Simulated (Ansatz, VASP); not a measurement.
# Two plane-wave programs on Ta

```
Ta
1.0
    -1.66072    1.66072    1.66072
     1.66072   -1.66072    1.66072
     1.66072    1.66072   -1.66072
Ta
1
Direct
  0.00000 0.00000 0.00000
```

Alike in both runs: task single point; functional PBE; k mesh 2 × 2 × 2; occupations fermi-dirac, width 0.1 eV; no spin polarisation.

|  | VASP | Ansatz |
| --- | --- | --- |
| version | VASP 6.6.1 | Ansatz 0.2.0 |
| potentials or method | VASP PAW PBE potentials, release 64 (Ta_pv), cutoff 520 eV | plane waves (420 eV) with PAW, scalar-relativistic |
| valence electrons in the cell | 11 | 13 |

|  | VASP | Ansatz | Ansatz less VASP |
| --- | --- | --- | --- |
| pressure (GPa) | -24.5 | -24.6 | -0.13 |

With one functional, cell and mesh, what is left measures potentials, basis and numerics. VASP's potentials hold 11 valence electrons a cell and Ansatz's 13, so a difference there can come from the potentials and not from the codes.

The k mesh is coarse, so the values compare programs but aren't converged. Neither program's run includes spin-orbit coupling.
